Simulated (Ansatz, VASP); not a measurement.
## One calculation of LiH, two programs

The input POSCAR:

```
LiH
1.0
    0.0000000000      2.0100000000      2.0100000000
    2.0100000000      0.0000000000      2.0100000000
    2.0100000000      2.0100000000      0.0000000000
Li H
1 1
Direct
    0.0000000000      0.0000000000      0.0000000000
    0.5000000000      0.5000000000      0.5000000000
```

Contents of INCAR.step1:

```
PREC     = Accurate       # precision mode
ENCUT    = 520            # plane-wave cutoff, eV
ISMEAR   = -1             # smearing method
SIGMA    = 0.02           # smearing width, eV
LREAL    = F              # projectors in reciprocal space
LASPH    = T              # aspherical terms in the spheres
NELM     = 80             # most SCF steps
NBANDS   = 9              # bands
GGA      = PE             # functional
ALGO     = Normal         # electronic algorithm
EDIFF    = 1E-4           # SCF threshold, eV
LWAVE    = T              # write WAVECAR
LCHARG   = F              # write CHGCAR
```

INCAR.step2

```
PREC     = Accurate       # precision mode
ENCUT    = 520            # plane-wave cutoff, eV
EDIFF    = 1E-6           # SCF threshold, eV
ISMEAR   = -1             # smearing method
SIGMA    = 0.02           # smearing width, eV
LREAL    = F              # projectors in reciprocal space
LASPH    = T              # aspherical terms in the spheres
NELM     = 80             # most SCF steps
ALGO     = Normal         # electronic algorithm
ISIF     = 2              # what is computed and relaxed
LWAVE    = F              # write WAVECAR
LCHARG   = F              # write CHGCAR
METAGGA  = R2SCAN         # meta-GGA
LMIXTAU  = T            
NBANDS   = 9              # bands
ISTART   = 1
```

KPOINTS

```
regular mesh
0
Gamma
  6 6 6
```

Input for Ansatz:

```yaml
crystal:
  lattice:
    - [0, 2.01, 2.01]
    - [2.01, 0, 2.01]
    - [2.01, 2.01, 0]
  atoms:
    - { symbol: Li, position: [0, 0, 0] }
    - { symbol: H, position: [0.5, 0.5, 0.5] }
kpoints:
  mp_grid: { grid: [6, 6, 6] }
hamiltonian:
  xc: r2scan
  pseudopotentials:
    kind: all_electron
    relativity: scalar
    datasets: crystal
    dataset_attempts: all
    nuclear_model: point
scf:
  occupations: { method: fermi_dirac, width: 0.02 }
  convergence: { dr2_threshold: "1e-9 eV" }
  max_iter: 300
output:
  forces: true
  stress: true
  eigenvalues: true
```

Alike in both runs: task single point; functional r2SCAN; k mesh 6 × 6 × 6; occupations fermi-dirac, width 0.02 eV; no spin polarisation.

|  | VASP | Ansatz |
| --- | --- | --- |
| version | VASP 6.6.1 | Ansatz 0.2.0 development build |
| potentials or method | VASP PAW PBE potentials, release 64 (Li_sv, H), cutoff 520 eV | plane waves, all-electron PAW datasets generated for the crystal |

```tsv
	VASP	Ansatz	Ansatz less VASP
gap on the k mesh at the Fermi level (eV)	3.59	3.64	+0.052
```

VASP's potentials were made for PBE, not for r2SCAN. Ansatz ran all-electron here, and VASP with PAW potentials.

The k mesh is coarse, so the values compare programs but aren't converged. Noted on VASP's run: the cutoff is short for stress, so the pressure is rough.
